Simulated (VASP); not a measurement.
Set up this calculation in VASP 6.6.1, as the native input.

```yaml
Task: single point
Functional: PBE
Potentials_or_basis: VASP PAW PBE potentials, release 64 (I)
Cutoff: 520 eV
k_mesh: 12 × 12 × 12
Occupations: fermi-dirac, width 0.1 eV
Spin: no spin polarisation
Dipole_correction: no
Further_INCAR_settings: ALGO = Normal; EDIFF = 1e-07; NBANDS = 14
```

The structure of I lies in POSCAR:

```
I
1.0
   -3.1000544708      3.1000544708      1.9268738061
    3.1000544708     -3.1000544708      1.9268738061
    3.1000544708      3.1000544708     -1.9268738061
I
2
Direct
   -0.3750000000     -0.1250000000     -0.2500000000
    0.3750000000      0.1250000000      0.2500000000
```

One way to write it, as run:

INCAR

```
SYSTEM = I
PREC = Accurate
ENCUT = 520
EDIFF = 1E-7
ISMEAR = -1
SIGMA = 0.1
LREAL = .False.
LASPH = .True.
NELM = 100
ALGO = Normal
ISIF = 2
LWAVE = .False.
LCHARG = .False.
GGA = PE
NBANDS = 14
```

KPOINTS

```
regular mesh
0
Gamma
  12 12 12
  0 0 0
```

Potentials or basis: VASP PAW PBE potentials, release 64 (I).

Launch:

```bash
$ cat potpaw_PBE.64/I/POTCAR > POTCAR
$ mpirun -np 1 vasp_std > vasp.out
```

Results of the run:

```
Pressure               : 3.5 GPa
Band gap on the k mesh : zero (bands 7 and 8 overlap by 2.31 eV)
```

Caveat: the cell stands under pressure; spin-orbit coupling is left out, which moves the levels of the heavy elements.

It took 3.1 min on 1 thread of Intel(R) Xeon(R) Platinum 8259CL CPU @ 2.50GHz (Skylake/Cascade Lake), with other jobs on the host, peak memory 0.29 GiB.
